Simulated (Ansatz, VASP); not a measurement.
## Two plane-wave programs on PbO

INCAR

```
PREC = Accurate
ENCUT = 520
EDIFF = 1E-7
ISMEAR = 0
SIGMA = 0.05
LREAL = F
LASPH = T
NELM = 100
ALGO = Normal
ISIF = 2
LWAVE = F
LCHARG = F
GGA = PE
IVDW = 12
NBANDS = 28
```

The input KPOINTS:

```
regular mesh
0
Gamma
  8 8 6
```

The input POSCAR:

```
PbO
1.0
    3.7756800000      0.0000000000      0.0000000000
    0.0000000000      3.7756800000      0.0000000000
    0.0000000000      0.0000000000      5.2731000000
Pb O
2 2
Direct
    0.0000000000      0.5000000000      0.2351000000
    0.5000000000      0.0000000000      0.7649000000
    0.0000000000      0.0000000000      0.0000000000
    0.5000000000      0.5000000000      0.0000000000
```

Input for Ansatz:

```yaml
crystal:
  lattice:
    - [3.77568, 0.0, 0.0]
    - [0.0, 3.77568, 0.0]
    - [0.0, 0.0, 5.2731]
  atoms:
    - { symbol: Pb, position: [0.0, 0.5, 0.2351] }
    - { symbol: Pb, position: [0.5, 0.0, 0.7649] }
    - { symbol: O, position: [0.0, 0.0, 0.0] }
    - { symbol: O, position: [0.5, 0.5, 0.0] }
basis:
  ecutwfc: 420
kpoints:
  mp_grid: { grid: [8, 8, 6] }
hamiltonian:
  xc: pbe
  dispersion: d3bj
scf:
  occupations: { method: gaussian, width: 0.05 }
output:
  forces: true
  stress: true
  eigenvalues: true
```

Change from the starting cell: strain -0.050 along x and y, +0.050 along z, atoms carried along.

Alike in both runs: task single point; functional PBE; dispersion D3(BJ); k mesh 8 × 8 × 6; occupations gaussian, width 0.05 eV; no spin polarisation.

|  | VASP | Ansatz |
| --- | --- | --- |
| version | VASP 6.6.1 | Ansatz 0.2.0 |
| potentials or method | VASP PAW PBE potentials, release 64 (Pb_d, O), cutoff 520 eV | scalar-relativistic, plane waves, PAW |
| valence electrons in the cell | 40 | 40 |

|  | VASP | Ansatz | Ansatz less VASP |
| --- | --- | --- | --- |
| gap on the k mesh at the Fermi level (eV) | 0.92 | 0.91 | -0.008 |
| least direct gap on the mesh (eV) | 2.17 | 2.17 | 0.000 |
| pressure (GPa) | 9.6 | 9.5 | -0.12 |
| traceless stress, the component that is largest in VASP (GPa) | -4.74 | -4.74 | -0.001 |
| rms of the force components (eV/Å) | 0.356 | 0.335 | -0.0210 |

Atom by atom the forces differ by 0.021 eV/Å (rms over components).

Spin-orbit coupling is off throughout.
